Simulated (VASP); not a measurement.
# Ir (Im-3m) in VASP: further runs, part 2 of 2

VASP 6.6.1. Earlier steps stand in the parts before.

**3. Relaxation of cell and atoms, PBE, target pressure 270 GPa, at which the enthalpy is minimised**

This run uses another cell than the first one, of 10.47 Å³/atom.

INCAR

```
ALGO = Normal
EDIFF = 1E-7
EDIFFG = -0.005
ENCUT = 600
GGA = PE
IBRION = 2
ISIF = 3
ISMEAR = -1
LASPH = T
LCHARG = F
LREAL = F
LWAVE = F
NELM = 60
NSW = 32
PREC = Accurate
PSTRESS = 2700.0
SIGMA = 0.05
```

KPOINTS

```
k-points
0
Gamma
  20 20 20
```

POSCAR

```
Ir
1.0
   -1.3782102725      1.3782102725      1.3782102725
    1.3782102725     -1.3782102725      1.3782102725
    1.3782102725      1.3782102725     -1.3782102725
Ir
1
Direct
    0.0000000000      0.0000000000      0.0000000000
```

Potentials or basis: VASP PAW PBE potentials, release 64 (Ir).

Launch:

```bash
$ cat potpaw_PBE.64/Ir/POTCAR > POTCAR
$ mpirun -np 1 vasp_std > vasp.out
```

It took 1.7 min on 1 thread of Intel Xeon 8259CL, shared host; peak memory 0.16 GiB.

Results (log left out):

```yaml
Free_energy: -5.5142 eV
Relaxed_volume: 10.52 Å³/atom
Relaxed_cell: a = 2.390 Å, b = 2.390 Å, c = 2.390 Å, α = 109.47°, β = 109.47°, γ = 109.47°
Space_group_after_relaxing_to_0.1_Å: Im-3m (No. 229)
Energy_change_on_relaxing_the_run_minimises_the_enthalpy: -74.9 meV/atom
Ionic_steps: 4
Pressure_after_relaxing: 270.0 GPa
Band_gap_on_the_k_mesh: zero (an odd number of electrons rules out a gap without spin polarisation)
```

Step by step:
```
step  energy change (eV)  largest force (eV/Å)  pressure (GPa)  volume (Å³)
   1              0.0000                0.0000          275.84        10.47
   2             -0.8803                0.0000          205.84        11.06
   3             -0.0768                0.0000          269.85        10.52
   4             -0.0749                0.0000          269.99        10.52
```

Final structure:
```
Ir
1.0
    -1.38014    1.38014    1.38014
     1.38014   -1.38014    1.38014
     1.38014    1.38014   -1.38014
Ir
1
Cartesian
  0.0000 0.0000 0.0000
```

Levels at points of the mesh, in eV from the Fermi level:
| k point | band 1 | band 2 | band 3 | band 4 | band 5 | band 6 | band 7 | band 8 |
| --- | --- | --- | --- | --- | --- | --- | --- | --- |
| (0.00, 0.00, 0.00) | -14.21 | -5.83 | -5.83 | -5.83 | -1.14 | -1.14 | 16.57 | 16.57 |
| (0.50, 0.00, 0.00) | -11.51 | -8.79 | -1.18 | -0.36 | -0.07 | 3.88 | 12.53 | 12.78 |
| (0.50, 0.50, 0.50) | -11.51 | -11.51 | 2.58 | 2.58 | 2.58 | 9.49 | 9.49 | 9.49 |

Caveat: the cell is relaxed towards a set pressure, so the run minimises the enthalpy, not the energy; spin-orbit coupling is left out, which moves the levels of the heavy elements.

**4. Single point, PBE**

This run uses another cell than the first one, of 10.47 Å³/atom.

INCAR

```
SYSTEM = Ir
ALGO = Normal
EDIFF = 1E-6
ENCUT = 520
GGA = PE
ISIF = 2
ISMEAR = -1
LASPH = .True.
LCHARG = .False.
LREAL = .False.
LWAVE = .False.
NBANDS = 10
NELM = 80
PREC = Accurate
SIGMA = 0.05
```

KPOINTS

```
k-points
0
Gamma
  20 20 20
  0 0 0
```

POSCAR is that of step 3.

Launch:

```bash
$ cat potpaw_PBE.64/Ir/POTCAR > POTCAR
$ mpirun -np 1 vasp_std > vasp.out
```

Run time: 9.3 s. Hardware: 1 thread of Intel Xeon 6975P-C (Granite Rapids), shared host; peak memory 0.15 GiB.

The run converged. Its results:

```
Free energy            : -5.4392 eV
Pressure               : 275.7 GPa
Band gap on the k mesh : zero (an odd number of electrons rules out a gap without spin polarisation)
```

Levels at points of the mesh, in eV from the Fermi level:
```tsv
k point	band 2	band 3	band 4	band 5	band 6	band 7
(0.00, 0.00, 0.00)	-5.86	-5.86	-5.86	-1.16	-1.16	16.56
(0.50, 0.00, 0.00)	-8.85	-1.19	-0.35	-0.07	3.91	12.60
(0.50, 0.50, 0.50)	-11.58	2.60	2.60	2.60	9.52	9.52
```

Caveat: the cell stands under pressure; spin-orbit coupling is left out, which moves the levels of the heavy elements.

**5. Single point, PBE**

This run uses another cell than the first one, of 10.47 Å³/atom.

INCAR

```
  ALGO = Normal
  EDIFF = 1E-6
  ENCUT = 520
  GGA = PE
  ISIF = 2
  ISMEAR = -1
  LASPH = True
  LCHARG = True
  LELF = True
  LREAL = False
  LVHAR = True
  LWAVE = False
  NBANDS = 10
  NELM = 60
  PREC = Accurate
  SIGMA = 0.05
```

KPOINTS

```
k-points
0
Gamma
  20 20 20
```

POSCAR

```
Ir
1.0
   -1.3779820447      1.3779820447      1.3779820447
    1.3779820447     -1.3779820447      1.3779820447
    1.3779820447      1.3779820447     -1.3779820447
Ir
1
Direct
    0.0000000000      0.0000000000      0.0000000000
```

Potentials or basis: VASP PAW PBE potentials, release 64 (Ir).

Launch:

```bash
$ cat potpaw_PBE.64/Ir/POTCAR > POTCAR
$ mpirun -np 1 vasp_std > vasp.out
```

OUTCAR:

```text
EDIFF = 1E-6
   ENCUT = 520
   GGA = PE
   ISIF = 2
   ISMEAR = -1
   LASPH = True
   LREAL = False
   NELM = 60
   PREC = Accurate

 ion  position               nearest neighbor table
   1  0.000  0.000  0.000-

  LATTYP: Found a body centered cubic cell.
 ALAT       =     2.7559640894

  Lattice vectors:

 A1 = (  -1.3779820447,   1.3779820447,   1.3779820447)
 A2 = (   1.3779820447,  -1.3779820447,   1.3779820447)
 A3 = (   1.3779820447,   1.3779820447,  -1.3779820447)

Analysis of symmetry for initial positions (statically):
=====================================================================
 Subroutine PRICEL returns:
 Original cell was already a primitive cell.

 Routine SETGRP: Setting up the symmetry group for a
 body centered cubic supercell.

 Subroutine GETGRP returns: Found 48 space group operations
 (whereof 48 operations were pure point group operations)
 out of a pool of 48 trial point group operations.

The static configuration has the point symmetry O_h .

Analysis of symmetry for dynamics (positions and initial velocities):
[... 162 lines left out ...]
 Fermi energy:        16.1165807240

 k-point     1 :       0.0000    0.0000    0.0000
  band No.  band energies     occupation
      1       1.8540      2.00000
      2      10.2480      2.00000
      3      10.2480      2.00000
      4      10.2480      2.00000
      5      14.9598      2.00000
      6      14.9598      2.00000
      7      32.6778      0.00000
      8      32.6778      0.00000
      9      32.6778      0.00000
     10      47.6458      0.00000
[... 287 lines left out ...]
 k-point    24 :       0.2500    0.1000    0.0000
  band No.  band energies     occupation
      1       5.4905      2.00000
      2       8.2500      2.00000
      3      10.1973      2.00000
      4      14.0060      2.00000
      5      15.7643      1.99826
      6      16.4926      0.00108
      7      32.2400      0.00000
      8      34.3411      0.00000
      9      39.5621      0.00000
     10      41.3896      0.00000

 [... further k-points ...]

------------------------ aborting loop because EDIFF is reached ----------------------------------------

  FORCE on cell =-STRESS in cart. coord.  units (eV):
  Direction    XX          YY          ZZ          XY          YZ          ZX
  --------------------------------------------------------------------------------------
  -------------------------------------------------------------------------------------
  Total       18.0577306     18.0577306     18.0577306     -0.0000000      0.0000000     -0.0000000
  in kB     2764.2866959   2764.2866959   2764.2866959     -0.0000000      0.0000000     -0.0000000
  external PRESSURE =    2764.2866959 kB  Pullay stress =       0.0000000 kB

 VOLUME and BASIS-vectors are now :
 -----------------------------------------------------------------------------
  energy-cutoff  :      520.00
  volume of cell :       10.47
      direct lattice vectors                 reciprocal lattice vectors
    -1.377982045  1.377982045  1.377982045     0.000000000  0.362849430  0.362849430
     1.377982045 -1.377982045  1.377982045     0.362849430  0.000000000  0.362849430
     1.377982045  1.377982045 -1.377982045     0.362849430  0.362849430  0.000000000

 POSITION                                       TOTAL-FORCE (eV/Angst)
 -----------------------------------------------------------------------------------
      0.00000      0.00000      0.00000         0.000000      0.000000      0.000000
 -----------------------------------------------------------------------------------
    total drift:                               -0.000000      0.000000      0.000000

  FREE ENERGIE OF THE ION-ELECTRON SYSTEM (eV)
  ---------------------------------------------------
  free  energy   TOTEN  =        -5.4302177231 eV

  energy  without entropy=       -5.4162642499  energy(sigma->0) =       -5.42324099
```

Run time: 8.9 s. Hardware: 1 thread of Intel Xeon 6975P-C (Granite Rapids), shared host; peak memory 0.14 GiB.

What came out:

```
Free energy            : -5.4302 eV
Pressure               : 276.4 GPa
Band gap on the k mesh : zero (an odd number of electrons rules out a gap without spin polarisation)
```

Levels at points of the mesh, in eV from the Fermi level:
```tsv
k point	band 1	band 2	band 3	band 4	band 5	band 6	band 7	band 8	band 9
(0.00, 0.00, 0.00)	-14.26	-5.87	-5.87	-5.87	-1.16	-1.16	16.56	16.56	16.56
(0.50, 0.00, 0.00)	-11.58	-8.85	-1.19	-0.35	-0.07	3.91	12.61	12.77	20.94
(0.50, 0.50, 0.50)	-11.59	-11.59	2.60	2.60	2.60	9.52	9.52	9.52	20.93
```

Caveat: the cell stands under pressure; spin-orbit coupling is left out, which moves the levels of the heavy elements.

**6. The runs side by side**

```csv
task,cell,cutoff (eV),gap on the mesh (eV),pressure (GPa)
relaxation of cell and atoms,"relaxed to 270 GPa from a = 2.378 Å, angles 109.5°, 1 atom",600,none,270.0
relaxation of cell and atoms,"relaxed to 270 GPa from a = 2.387 Å, angles 109.5°, 1 atom",600,none,270.0
single point,"a = 2.387 Å, angles 109.5°, 1 atom",520,none,276.4
```

Alike in all rows: level PBE; potentials or basis VASP PAW PBE potentials, release 64 (Ir); no spin polarisation; k mesh 20 × 20 × 20; smearing fermi-dirac 0.05 eV.

Caveats: spin-orbit coupling is left out, which moves the levels of the heavy elements; the cell is relaxed towards a set pressure, so the run minimises the enthalpy, not the energy (at least some runs); the cell stands under pressure (at least some runs).

Absolute energies hang on the potentials; compare differences alone.
